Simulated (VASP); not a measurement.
# Ru (P6_3/mmc) in VASP: a series of runs

Aim: see how the results for Ru move with the level of theory and the settings. Levels: PBE, HSE06. Tasks: single point.

All numbers are computed with VASP 6.6.1; they aren't measurements. Logs are shortened: lines on timing, memory, paths and dates and some standing lists are left out, and cuts for length are marked.

**1. The cell of the first run**

Symmetry: P6_3/mmc, No. 194, hexagonal system. The conventional cell has a = 2.706 Å, b = 2.706 Å, c = 4.282 Å, α = 90.00°, β = 90.00°, γ = 120.00°. Within 3.5 Å of Ru (site symmetry -6m2) lie 12 Ru at 2.65 to 2.71 Å.

**2. Single point, PBE, non-collinear spin, zero start, spin-orbit coupling**

Contents of INCAR:

```
  PREC = Accurate
  ENCUT = 500
  EDIFF = 1E-6
  ISMEAR = -1
  SIGMA = 0.05
  LREAL = F
  LASPH = T
  NELM = 200
  ALGO = Normal
  ISIF = 2
  LWAVE = F
  LCHARG = F
  MAGMOM = 0 0 0 0 0 0
  LORBIT = 11
  LSORBIT = T
  GGA_COMPAT = F
  LORBMOM = T
  LMAXMIX = 4
  GGA = PE
  NBANDS = 40
```

Contents of KPOINTS:

```
Automatic mesh
0
Gamma
  8 8 5
```

Contents of POSCAR:

```
Ru
1.0
    2.7058000000      0.0000000000      0.0000000000
   -1.3529000000      2.3432915376      0.0000000000
    0.0000000000      0.0000000000      4.2819000000
Ru
2
Direct
    0.6666666667      0.3333333333      0.7500000000
    0.3333333333      0.6666666667      0.2500000000
```

Potentials or basis: VASP PAW PBE potentials, release 64 (Ru_pv).

Run with:

```bash
$ cat potpaw_PBE.64/Ru_pv/POTCAR > POTCAR
$ mpirun -np 1 vasp_ncl > vasp.out
```

OUTCAR:

```text
PREC = Accurate
   ENCUT = 500
   EDIFF = 1E-6
   ISMEAR = -1
   LREAL = F
   LASPH = T
   NELM = 200
   ISIF = 2
   LORBIT = 11
   LSORBIT = T
   GGA = PE

 ion  position               nearest neighbor table
   1  0.667  0.333  0.750-   2 2.65   2 2.65   2 2.65   2 2.65   2 2.65   2 2.65
   2  0.333  0.667  0.250-   1 2.65   1 2.65   1 2.65   1 2.65   1 2.65   1 2.65

  LATTYP: Found a hexagonal cell.
 ALAT       =     2.7058000000
 C/A-ratio  =     1.5824894671

  Lattice vectors:

 A1 = (   2.7058000000,   0.0000000000,   0.0000000000)
 A2 = (  -1.3529000000,   2.3432915376,   0.0000000000)
 A3 = (   0.0000000000,   0.0000000000,   4.2819000000)

Analysis of symmetry for initial positions (statically):
=====================================================================
 Subroutine PRICEL returns:
 Original cell was already a primitive cell.

 Routine SETGRP: Setting up the symmetry group for a
 hexagonal supercell.

 Subroutine GETGRP returns: Found 24 space group operations
 (whereof 12 operations were pure point group operations)
 out of a pool of 24 trial point group operations.

The static configuration has the point symmetry D_3d.
 The point group associated with its full space group is D_6h.

Analysis of symmetry for dynamics (positions and initial velocities):
=====================================================================
 Subroutine PRICEL returns:
 Original cell was already a primitive cell.

 Routine SETGRP: Setting up the symmetry group for a
 hexagonal supercell.

 Subroutine GETGRP returns: Found 24 space group operations
 (whereof 12 operations were pure point group operations)
 out of a pool of 24 trial point group operations.

The dynamic configuration has the point symmetry D_3d.
 The point group associated with its full space group is D_6h.

Analysis of structural, dynamic, and magnetic symmetry:
=====================================================================
 Subroutine PRICEL returns:
 Original cell was already a primitive cell.

 Routine SETGRP: Setting up the symmetry group for a
 hexagonal supercell.

 Subroutine GETGRP returns: Found 24 space group operations
 (whereof 12 operations were pure point group operations)
 out of a pool of 24 trial point group operations.

The overall configuration has the point symmetry D_3d.
 The point group associated with its full space group is D_6h.

 Subroutine INISYM returns: Found 24 space group operations
 (whereof 12 operations are pure point group operations),
 and found     1 'primitive' translations

----------------------------------------------------------------------------------------

                                     Primitive cell

  volume of cell :      27.1493

  direct lattice vectors                    reciprocal lattice vectors
     2.705800000  0.000000000  0.000000000     0.369576465  0.213375072  0.000000000
    -1.352900000  2.343291538  0.000000000     0.000000000  0.426750144  0.000000000
     0.000000000  0.000000000  4.281900000     0.000000000  0.000000000  0.233541185

  length of vectors
     2.705800000  2.705800000  4.281900000     0.426750144  0.426750144  0.233541185

  position of ions in fractional coordinates (direct lattice)
     0.666666667  0.333333333  0.750000000
     0.333333333  0.666666667  0.250000000

  ion indices of the primitive-cell ions
   primitive index   ion index
                 1           1
                 2           2

----------------------------------------------------------------------------------------

 KPOINTS: Automatic mesh

Automatic generation of k-mesh.
 Grid dimensions read from file:
 generate k-points for:    8    8    5

 Generating k-lattice:

  Cartesian coordinates                     Fractional coordinates (reciprocal lattice)
[... 93 lines left out ...]
 maximum number of plane-waves:      1406
 NGX is ok and might be reduce to    20
   NGX =  9   NGY =  9   NGZ = 15

 number of electron      28.0000009 magnetization      -0.0000000     -0.0000000      0.0000000

 number of electron      28.0000009 magnetization       0.0000000      0.0000000      0.0000000

 number of electron      28.0000009 magnetization      -0.0000000      0.0000000      0.0000000

 number of electron      28.0000009 magnetization      -0.0000000     -0.0000000     -0.0000000

 Free energy of the ion-electron system (eV)
  ---------------------------------------------------
  ext. energy  EPLUGINS =         0.00000000
  ---------------------------------------------------
  free energy    TOTEN  =       -18.77182883 eV

  energy without entropy =      -18.76225927  energy(sigma->0) =      -18.76704405

 E-fermi :  12.8321     XC(G=0): -14.1203

 val. band max:       12.6301747055   @ k =   0.3750   0.1250   0.4000
 cond. band min:      12.8336686974   @ k =   0.0000   0.0000   0.2000
 fundamental gap:      0.2034939919
 Fermi energy:        12.8321305201

 k-point     1 :       0.0000    0.0000    0.0000
  band No.  band energies     occupation
      1     -32.4437      1.00000
      2     -32.4437      1.00000
      3     -31.9592      1.00000
      4     -31.9592      1.00000
      5     -29.3899      1.00000
      6     -29.3899      1.00000
[... 1021 lines left out ...]
     39      23.2636      0.00000
     40      23.2636      0.00000

 [... further k-points ...]
[... 5 lines left out ...]
  --------------------------------------------------------------------------------------
  -------------------------------------------------------------------------------------
  Total        0.7628322      0.7628322      0.6345480     -0.0000000     -0.0000000      0.0000000
  in kB       45.0174658     45.0174658     37.4469568     -0.0000000     -0.0000000      0.0000000
  external PRESSURE =      42.4939628 kB  Pullay stress =       0.0000000 kB

 VOLUME and BASIS-vectors are now :
 -----------------------------------------------------------------------------
  energy-cutoff  :      500.00
  volume of cell :       27.15
      direct lattice vectors                 reciprocal lattice vectors
     2.705800000  0.000000000  0.000000000     0.369576465  0.213375072  0.000000000
    -1.352900000  2.343291538  0.000000000     0.000000000  0.426750144  0.000000000
     0.000000000  0.000000000  4.281900000     0.000000000  0.000000000  0.233541185

 POSITION                                       TOTAL-FORCE (eV/Angst)
 -----------------------------------------------------------------------------------
      1.35290      0.78110      3.21143         0.000000      0.000000     -0.000000
     -0.00000      1.56219      1.07048        -0.000000     -0.000000      0.000000
 -----------------------------------------------------------------------------------
    total drift:                                0.000000     -0.000000      0.000000

  FREE ENERGIE OF THE ION-ELECTRON SYSTEM (eV)
  ---------------------------------------------------
  free  energy   TOTEN  =       -18.7718288320 eV

  energy  without entropy=      -18.7622592665  energy(sigma->0) =      -18.76704405

 orbital moment (x)

 # of ion     p       d       tot
 ----------------------------------------
  1        -0.000   0.000   0.000
  2        -0.000   0.000   0.000
 ----------------------------------------
           -0.000   0.000   0.000

 orbital moment (y)

 # of ion     p       d       tot
 ----------------------------------------
  1         0.000   0.000   0.000
  2         0.000   0.000   0.000
 ----------------------------------------
            0.000   0.000   0.000

 orbital moment (z)

 # of ion     p       d       tot
 ----------------------------------------
  1         0.000  -0.000  -0.000
  2         0.000   0.000   0.000
 ----------------------------------------
            0.000  -0.000  -0.000

 Spin-Orbit-Coupling matrix elements

 Ion:    1  E_soc:     -0.2628034
 l=   1
     0.0000000    -0.0362646    -0.0363097
    -0.0362646     0.0000000    -0.0362646
    -0.0363097    -0.0362646     0.0000000
 l=   2
     0.0000000    -0.0015505     0.0000000    -0.0015505    -0.0060707
    -0.0015505     0.0000000    -0.0043534    -0.0015833    -0.0015505
     0.0000000    -0.0043534     0.0000000    -0.0043534     0.0000000
    -0.0015505    -0.0015833    -0.0043534     0.0000000    -0.0015505
    -0.0060707    -0.0015505     0.0000000    -0.0015505     0.0000000
 l=   3
     0.0000000     0.0000000     0.0000000     0.0000000     0.0000000     0.0000000     0.0000000
     0.0000000     0.0000000     0.0000000     0.0000000     0.0000000     0.0000000     0.0000000
     0.0000000     0.0000000     0.0000000     0.0000000     0.0000000     0.0000000     0.0000000
     0.0000000     0.0000000     0.0000000     0.0000000     0.0000000     0.0000000     0.0000000
     0.0000000     0.0000000     0.0000000     0.0000000     0.0000000     0.0000000     0.0000000
     0.0000000     0.0000000     0.0000000     0.0000000     0.0000000     0.0000000     0.0000000
     0.0000000     0.0000000     0.0000000     0.0000000     0.0000000     0.0000000     0.0000000

 Ion:    2  E_soc:     -0.2628034
 l=   1
     0.0000000    -0.0362646    -0.0363097
    -0.0362646     0.0000000    -0.0362646
    -0.0363097    -0.0362646     0.0000000
 l=   2
     0.0000000    -0.0015505     0.0000000    -0.0015505    -0.0060707
    -0.0015505     0.0000000    -0.0043534    -0.0015833    -0.0015505
     0.0000000    -0.0043534     0.0000000    -0.0043534     0.0000000
    -0.0015505    -0.0015833    -0.0043534     0.0000000    -0.0015505
    -0.0060707    -0.0015505     0.0000000    -0.0015505     0.0000000
 l=   3
     0.0000000     0.0000000     0.0000000     0.0000000     0.0000000     0.0000000     0.0000000
     0.0000000     0.0000000     0.0000000     0.0000000     0.0000000     0.0000000     0.0000000
     0.0000000     0.0000000     0.0000000     0.0000000     0.0000000     0.0000000     0.0000000
     0.0000000     0.0000000     0.0000000     0.0000000     0.0000000     0.0000000     0.0000000
     0.0000000     0.0000000     0.0000000     0.0000000     0.0000000     0.0000000     0.0000000
     0.0000000     0.0000000     0.0000000     0.0000000     0.0000000     0.0000000     0.0000000
     0.0000000     0.0000000     0.0000000     0.0000000     0.0000000     0.0000000     0.0000000

 total charge

# of ion       s       p       d       tot
------------------------------------------
    1        0.405   6.315   5.954  12.674
    2        0.405   6.315   5.954  12.674
--------------------------------------------------
tot          0.810  12.630  11.908  25.348

 magnetization (x)

# of ion       s       p       d       tot
------------------------------------------
    1       -0.000   0.000   0.000  -0.000
    2       -0.000   0.000   0.000  -0.000
--------------------------------------------------
tot         -0.000   0.000   0.000  -0.000

 magnetization (y)

# of ion       s       p       d       tot
------------------------------------------
    1        0.000  -0.000   0.000  -0.000
    2        0.000  -0.000   0.000  -0.000
--------------------------------------------------
tot          0.000  -0.000   0.000  -0.000

 magnetization (z)

# of ion       s       p       d       tot
------------------------------------------
    1        0.000   0.000   0.000   0.000
    2        0.000   0.000   0.000   0.000
--------------------------------------------------
tot          0.000   0.000   0.000   0.000
```

Wall time 45 s (1 thread of AMD EPYC 9R45 (Zen 5), shared host); peak memory 0.17 GiB.

What came out:

```yaml
Free_energy: -18.7718 eV
Pressure: 4.2 GPa
Net_moment: 0.00 μB per cell
Valence_electrons_inside_the_program's_atomic_spheres: Ru 12.67
```

Stress tensor (GPa, compression positive):
```
4.50 0.00 0.00
0.00 4.50 0.00
0.00 0.00 3.74
```

Moments on the atoms (μB; x, y, z):
```
Ru  0.00 0.00 0.00
Ru  0.00 0.00 0.00
```

**3. Single point, HSE06**

This run uses another cell than the first one, of 13.85 Å³/atom, 1.020 times its volume.

Contents of POSCAR:

```
Ru
1.0
    2.7237197275      0.0000000000      0.0000000000
   -1.3618598638      2.3588104769      0.0000000000
    0.0000000000      0.0000000000      4.3102577801
Ru
2
Direct
    0.6666666667      0.3333333333      0.7500000000
    0.3333333333      0.6666666667      0.2500000000
```

Contents of INCAR.step1:

```
  PREC = Accurate
  ENCUT = 520
  EDIFF = 1E-5
  ISMEAR = -1
  SIGMA = 0.05
  LREAL = F
  LASPH = T
  NELM = 80
  ALGO = Normal
  ISIF = 2
  LWAVE = T
  GGA = PE
  NBANDS = 21
```

Contents of INCAR.step2:

```
  PREC = Accurate
  ENCUT = 520
  EDIFF = 1E-6
  ISMEAR = -1
  SIGMA = 0.05
  LREAL = F
  LASPH = T
  NELM = 80
  ALGO = Normal
  ISIF = 2
  LWAVE = F
  LCHARG = T
  GGA = PE
  LHFCALC = T
  HFSCREEN = 0.2079
  PRECFOCK = Normal
  LELF = T
  LVHAR = T
  ISTART = 1
  NBANDS = 21
```

Contents of KPOINTS:

```
Automatic mesh
0
Gamma
  6 6 3
```

Potentials or basis: VASP PAW PBE potentials, release 64 (Ru_pv).

Run with:

```bash
$ cat potpaw_PBE.64/Ru_pv/POTCAR > POTCAR
$ cp INCAR.step1 INCAR
$ mpirun -np 1 vasp_std > vasp.out
$ cp INCAR.step2 INCAR
$ mpirun -np 1 vasp_std > vasp.out
```

Wall time 17 min (1 thread of AMD EPYC 9R14 (Zen 4), shared host); peak memory 0.22 GiB.

The run converged. Its results:

- Free energy: -21.5678 eV
- Pressure: -14.4 GPa
- Band gap on the k mesh: zero (band 14 reaches 14.04 eV, above the bottom of band 15 at 10.35 eV)

Stress tensor (GPa, compression positive):
```
-11.93   0.00   0.00
  0.00 -11.93   0.00
  0.00   0.00 -19.20
```

Levels at points of the mesh, in eV from the Fermi level:
```tsv
k point	band 10	band 11	band 12	band 13	band 14	band 15	band 16	band 17	band 18	band 19
(0.00, 0.00, 0.00)	-3.02	-2.75	-2.31	-2.31	-1.79	-1.79	1.39	1.39	1.39	11.29
(0.50, 0.00, 0.00)	-3.59	-2.45	-1.96	-1.73	1.72	2.13	2.18	4.61	6.82	12.02
```

Caveat: the k points lie up to 0.49 Å⁻¹ apart; the PAW data sets were made with another functional, which shifts forces and pressure a little.
